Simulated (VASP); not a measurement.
# AlN in VASP: single point with r2SCAN

Aim: the single point of AlN with r2SCAN.

Everything below comes from runs of VASP 6.6.1. Logs are shortened: lines on timing, memory, paths and dates and some standing lists are left out, and cuts for length are marked.

## 1. The cell of the first run

The typed cell holds 4 atoms: a = 3.111 Å, b = 3.111 Å, c = 5.080 Å, α = 90.00°, β = 90.00°, γ = 120.00°.

## 2. Single point, r2SCAN

Contents of POSCAR:

```
AlN
1.0
    3.1109416400      0.0000000000      0.0000000000
   -1.5554708200      2.6941501800      0.0000000000
    0.0000000000      0.0000000000      5.0798920400
Al N
2 2
Direct
    0.3333000000      0.6667000000      0.0000000000
    0.6666000000      0.3333000000      0.5000000000
    0.3333000000      0.6667000000      0.3820000000
    0.6666000000      0.3333000000      0.8820000000
```

Contents of INCAR.step1:

```
  PREC = Accurate
  ENCUT = 520
  ISMEAR = -1
  SIGMA = 0.1
  LREAL = F
  LASPH = T
  NELM = 80
  NBANDS = 16
  GGA = PE
  ALGO = Normal
  EDIFF = 1E-4
  LWAVE = T
  LCHARG = F
```

Contents of INCAR.step2:

```
  PREC = Accurate
  ENCUT = 520
  EDIFF = 1E-7
  ISMEAR = -1
  SIGMA = 0.1
  LREAL = F
  LASPH = T
  NELM = 80
  ALGO = Normal
  ISIF = 2
  LWAVE = F
  LCHARG = F
  METAGGA = R2SCAN
  LMIXTAU = T
  NBANDS = 16
  ISTART = 1
```

Contents of KPOINTS:

```
Automatic mesh
0
Gamma
  9 9 5
```

Potentials or basis: VASP PAW PBE potentials, release 64 (Al, N).

Started as:

```console
cat potpaw_PBE.64/Al/POTCAR potpaw_PBE.64/N/POTCAR > POTCAR
cp INCAR.step1 INCAR
mpirun -np 1 vasp_std > vasp.out
cp INCAR.step2 INCAR
mpirun -np 1 vasp_std > vasp.out
```

OUTCAR:

```text
PREC = Accurate
   ENCUT = 520
   EDIFF = 1E-7
   ISMEAR = -1
   LREAL = F
   LASPH = T
   NELM = 80
   ISIF = 2
   METAGGA = R2SCAN
   ISTART = 1

 ion  position               nearest neighbor table
   1  0.333  0.667  0.000-   4 1.89   4 1.89   4 1.89   3 1.94   2 3.11   2 3.11   2 3.11   2 3.11
                             2 3.11   2 3.11
   2  0.667  0.333  0.500-   3 1.89   3 1.89   3 1.89   4 1.94   1 3.11   1 3.11   1 3.11   1 3.11
                             1 3.11   1 3.11
   3  0.333  0.667  0.382-   2 1.89   2 1.89   2 1.89   1 1.94
   4  0.667  0.333  0.882-   1 1.89   1 1.89   1 1.89   2 1.94

  LATTYP: Found a hexagonal cell.
 ALAT       =     3.1109416400
 C/A-ratio  =     1.6329113908

  Lattice vectors:

 A1 = (   3.1109416400,   0.0000000000,   0.0000000000)
 A2 = (  -1.5554708200,   2.6941501800,   0.0000000000)
 A3 = (   0.0000000000,   0.0000000000,   5.0798920400)

Analysis of symmetry for initial positions (statically):
=====================================================================
 Subroutine PRICEL returns:
 Original cell was already a primitive cell.

 Routine SETGRP: Setting up the symmetry group for a
 hexagonal supercell.

 Subroutine GETGRP returns: Found  4 space group operations
 (whereof  1 operations were pure point group operations)
 out of a pool of 24 trial point group operations.

The static configuration has the point symmetry C_1 .
 The point group associated with its full space group is C_2v.

Analysis of symmetry for dynamics (positions and initial velocities):
=====================================================================
 Subroutine PRICEL returns:
 Original cell was already a primitive cell.

 Routine SETGRP: Setting up the symmetry group for a
 hexagonal supercell.

 Subroutine GETGRP returns: Found  4 space group operations
 (whereof  1 operations were pure point group operations)
 out of a pool of 24 trial point group operations.

The dynamic configuration has the point symmetry C_1 .
 The point group associated with its full space group is C_2v.

 Subroutine INISYM returns: Found  4 space group operations
 (whereof  1 operations are pure point group operations),
 and found     1 'primitive' translations

----------------------------------------------------------------------------------------

                                     Primitive cell

  volume of cell :      42.5763

  direct lattice vectors                    reciprocal lattice vectors
     3.110941640  0.000000000  0.000000000     0.321446082  0.185587279  0.000000000
    -1.555470820  2.694150180  0.000000000     0.000000000  0.371174557  0.000000000
     0.000000000  0.000000000  5.079892040     0.000000000  0.000000000  0.196854577

  length of vectors
     3.110941640  3.110937907  5.079892040     0.371174112  0.371174557  0.196854577

  position of ions in fractional coordinates (direct lattice)
     0.333300000  0.666700000  0.000000000
     0.666600000  0.333300000  0.500000000
     0.333300000  0.666700000  0.382000000
     0.666600000  0.333300000  0.882000000

  ion indices of the primitive-cell ions
   primitive index   ion index
                 1           1
                 2           2
                 3           3
                 4           4

----------------------------------------------------------------------------------------

 KPOINTS: Automatic mesh

Automatic generation of k-mesh.
 Grid dimensions read from file:
 generate k-points for:    9    9    5

 Generating k-lattice:

  Cartesian coordinates                     Fractional coordinates (reciprocal lattice)
     0.035716231  0.020620809  0.000000000     0.111111111  0.000000000  0.000000000
     0.000000000  0.041241617  0.000000000     0.000000000  0.111111111  0.000000000
     0.000000000  0.000000000  0.039370915     0.000000000  0.000000000  0.200000000

  Length of vectors
     0.041241568  0.041241617  0.039370915

  Shift w.r.t. Gamma in fractional coordinates (k-lattice)
     0.000000000  0.000000000  0.000000000

 Subroutine IBZKPT returns following result:
 ===========================================

 Found     75 irreducible k-points:

 Following reciprocal coordinates:
            Coordinates               Weight
  0.000000  0.000000  0.000000      1.000000
  0.111111 -0.000000  0.000000      4.000000
  0.000000  0.111111  0.000000      2.000000
  0.222222 -0.000000  0.000000      4.000000
  0.000000  0.222222  0.000000      2.000000
  0.333333  0.000000  0.000000      4.000000
[... 16 lines left out ...]
 -0.222222 -0.444444  0.000000      4.000000
  0.444444  0.333333  0.000000      4.000000
 [... further k-points ...]
   k-points           NKPTS =     75   k-points in BZ     NKDIM =     75   number of bands    NBANDS=     16
   number of dos      NEDOS =    301   number of ions     NIONS =      4
   total plane-waves  NPLWV =  23040
   dimension x,y,z NGX =    24 NGY =   24 NGZ =   40
   dimension x,y,z NGXF=    48 NGYF=   48 NGZF=   80
   ions per type =               2   2
   NGX,Y,Z   is equivalent  to a cutoff of  12.83, 12.83, 13.09 a.u.
   NGXF,Y,Z  is equivalent  to a cutoff of  25.65, 25.65, 26.18 a.u.
 SYSTEM =  unknown system
   PREC   = accura    normal or accurate (medium, high low for compatibility)
   ISTART =      1    job   : 0-new  1-cont  2-samecut
   ICHARG =      0    charge: 1-file 2-atom 10-const
   ISPIN  =      1    spin polarized calculation?
   LNONCOLLINEAR =      F non collinear calculations
   LSORBIT =      F    spin-orbit coupling
   LASPH  =      T    aspherical Exc in radial PAW
   ENCUT  =  520.0 eV  38.22 Ry    6.18 a.u.   5.78  5.78  9.45*2*pi/ulx,y,z
   NELM   =     80;   NELMIN=  2; NELMDL=  0     # of ELM steps
   EDIFF  = 0.1E-06   stopping-criterion for ELM
   LREAL  =      F    real-space projection
   EDIFFG = 0.1E-05   stopping-criterion for IOM
   NSW    =      0    number of steps for IOM
   IBRION =     -1    ionic relax: 0-MD 1-quasi-New 2-CG
   NFREE  =      0    steps in history (QN), initial steepest desc. (CG)
   ISIF   =      2    stress and relaxation
   ISYM   =      2    0-nonsym 1-usesym 2-fastsym
   POTIM  = 0.5000    time-step for ionic-motion
   TEBEG  =    0.0;   TEEND  =   0.0 temperature during run
   PSTRESS=    0.0 pullay stress
   NELECT =      16.0000    total number of electrons
   NUPDOWN=      -1.0000    fix difference up-down
   EMIN   =  10.00;   EMAX   =-10.00  energy-range for DOS
   EFERMI =   0.00;   METHOD = LEGACY
   ISMEAR =    -1;   SIGMA  =   0.10  broadening in eV -4-tet -1-fermi 0-gaus
   EFERMI_NEDOS =   21; number of points for ismear=-14 and -15
   IALGO  =     38    algorithm
   IMIX   =      4    mixing-type and parameters
     AMIX     =   0.40;   BMIX     =  1.00
     AMIX_MAG =   1.60;   BMIX_MAG =  1.00
  volume/ion in A,a.u.               =      10.64        71.83
  Fermi-wavevector in a.u.,A,eV,Ry     =   1.181387  2.232497 18.989308  1.395675
  Thomas-Fermi vector in A             =   2.317661
   LORBIT       =      0    0 simple, 1 ext, 2 COOP (PROOUT), +10 PAW based schemes
   METAGGA = R2SCAN    functional components
   LHFCALC =     F    Hartree Fock is set to
   AEXX    =    0.0000 exact exchange contribution
   IVDW    =     0    specifies the selected vdW correction
   LEPSILON=     F    determine dielectric tensor
   LRPA    =     F    only Hartree local field effects (RPA)
 non-spin polarized calculation
  energy-cutoff  :      520.00
  volume of cell :       42.58
 maximum number of plane-waves:      1160
   NGX = 11   NGY = 11   NGZ = 19

 number of electron      15.9999997 magnetization

 Free energy of the ion-electron system (eV)
  ---------------------------------------------------
  ext. energy  EPLUGINS =         0.00000000
  ---------------------------------------------------
  free energy    TOTEN  =       -38.42884232 eV

  energy without entropy =      -38.42884232  energy(sigma->0) =      -38.42884232

 E-fermi :   7.7470     XC(G=0): -11.3129

 val. band max:        5.6432819039   @ k =   0.0000   0.0000   0.0000
 cond. band min:      10.3861761138   @ k =   0.0000   0.0000   0.0000
 fundamental gap:      4.7428942099
 Fermi energy:         7.7469889019

 k-point     1 :       0.0000    0.0000    0.0000
  band No.  band energies     occupation
      1     -10.1412      2.00000
      2      -8.1683      2.00000
      3      -0.3097      2.00000
      4       4.8968      2.00000
      5       4.8977      2.00000
      6       5.5008      2.00000
[... 8 lines left out ...]
     15      19.6890      0.00000
     16      19.6903      0.00000

 k-point     2 :       0.1111   -0.0000    0.0000
  band No.  band energies     occupation
      1      -9.9853      2.00000
      2      -8.0776      2.00000
      3      -0.1186      2.00000
      4       4.1958      2.00000
      5       4.7010      2.00000
      6       4.8233      2.00000
[... 8 lines left out ...]
     15      19.4728      0.00000
     16      19.6849      0.00000

 k-point     3 :       0.0000    0.1111    0.0000
  band No.  band energies     occupation
      1      -9.9853      2.00000
      2      -8.0776      2.00000
      3      -0.1186      2.00000
      4       4.1953      2.00000
      5       4.7016      2.00000
      6       4.8229      2.00000
[... 8 lines left out ...]
     15      19.4737      0.00000
     16      19.6847      0.00000

 k-point     4 :       0.2222   -0.0000    0.0000
  band No.  band energies     occupation
      1      -9.5449      2.00000
      2      -7.8494      2.00000
      3       0.4351      2.00000
      4       2.6822      2.00000
      5       3.5398      2.00000
      6       4.2950      2.00000
[... 8 lines left out ...]
     15      18.6634      0.00000
     16      19.5722      0.00000

 k-point     5 :       0.0000    0.2222    0.0000
  band No.  band energies     occupation
      1      -9.5449      2.00000
      2      -7.8494      2.00000
      3       0.4352      2.00000
      4       2.6821      2.00000
      5       3.5391      2.00000
      6       4.2956      2.00000
[... 8 lines left out ...]
     15      18.6634      0.00000
     16      19.5725      0.00000

 k-point     6 :       0.3333    0.0000    0.0000
  band No.  band energies     occupation
      1      -8.9186      2.00000
      2      -7.6207      2.00000
      3       1.2094      2.00000
      4       1.2993      2.00000
      5       2.3277      2.00000
      6       3.9144      2.00000
[... 8 lines left out ...]
     15      18.4839      0.00000
     16      21.1009      0.00000
[... 267 lines left out ...]
 k-point    21 :      -0.4444    0.2222    0.0000
  band No.  band energies     occupation
      1      -8.5938      2.00000
      2      -7.5414      2.00000
      3       1.3965      2.00000
      4       1.6848      2.00000
      5       1.8035      2.00000
      6       3.2739      2.00000
[... 8 lines left out ...]
     15      18.7255      0.00000
     16      21.2852      0.00000

 k-point    22 :       0.3333    0.2222    0.0000
  band No.  band energies     occupation
      1      -8.0761      2.00000
      2      -7.5600      2.00000
      3       0.7912      2.00000
      4       1.7409      2.00000
      5       2.4939      2.00000
      6       2.6188      2.00000
[... 8 lines left out ...]
     15      19.2878      0.00000
     16      21.0684      0.00000

 k-point    23 :      -0.2222   -0.4444    0.0000
  band No.  band energies     occupation
      1      -8.0760      2.00000
      2      -7.5602      2.00000
      3       0.7913      2.00000
      4       1.7404      2.00000
      5       2.4940      2.00000
      6       2.6190      2.00000
[... 8 lines left out ...]
     15      19.2875      0.00000
     16      21.0688      0.00000

 k-point    24 :       0.4444    0.3333    0.0000
  band No.  band energies     occupation
      1      -8.0762      2.00000
      2      -7.5600      2.00000
      3       0.7912      2.00000
      4       1.7410      2.00000
      5       2.4939      2.00000
      6       2.6186      2.00000
[... 8 lines left out ...]
     15      19.2876      0.00000
     16      21.0696      0.00000

 [... further k-points ...]
[... 5 lines left out ...]
  --------------------------------------------------------------------------------------
  -------------------------------------------------------------------------------------
  Total       -0.6218017     -0.6149996     -2.5410516      0.0000000      0.0000000      0.0000000
  in kB      -23.3988418    -23.1428729    -95.6215822      0.0000000      0.0000000      0.0000000
  external PRESSURE =     -47.3877656 kB  Pullay stress =       0.0000000 kB

 VOLUME and BASIS-vectors are now :
 -----------------------------------------------------------------------------
  energy-cutoff  :      520.00
  volume of cell :       42.58
      direct lattice vectors                 reciprocal lattice vectors
     3.110941640  0.000000000  0.000000000     0.321446082  0.185587279  0.000000000
    -1.555470820  2.694150180  0.000000000     0.000000000  0.371174557  0.000000000
     0.000000000  0.000000000  5.079892040     0.000000000  0.000000000  0.196854577

 POSITION                                       TOTAL-FORCE (eV/Angst)
 -----------------------------------------------------------------------------------
     -0.00016      1.79619      0.00000         0.000000     -0.002583      0.207181
      1.55532      0.89796      2.53995        -0.000000      0.002583      0.207181
     -0.00016      1.79619      1.94052        -0.000000     -0.002602     -0.207181
      1.55532      0.89796      4.48046         0.000000      0.002602     -0.207181
 -----------------------------------------------------------------------------------
    total drift:                                0.000001     -0.000000     -0.022468

  FREE ENERGIE OF THE ION-ELECTRON SYSTEM (eV)
  ---------------------------------------------------
  free  energy   TOTEN  =       -38.4288423243 eV

  energy  without entropy=      -38.4288423242  energy(sigma->0) =      -38.42884232
```

It took 56 s on 1 thread of Intel Xeon 6975P-C (Granite Rapids), shared host; peak memory 0.18 GiB.

What came out:

```yaml
Free_energy: -38.4288 eV
Pressure: -4.7 GPa
Largest_force: 0.207 eV/Å
Band_gap_on_the_k_mesh: 4.74 eV, direct
```

Forces on the atoms (eV/Å):
```
Al   0.000 -0.003  0.207
Al   0.000  0.003  0.207
N    0.000 -0.003 -0.207
N    0.000  0.003 -0.207
```

Caveat: the PAW data sets were made with another functional, which shifts forces and pressure a little.
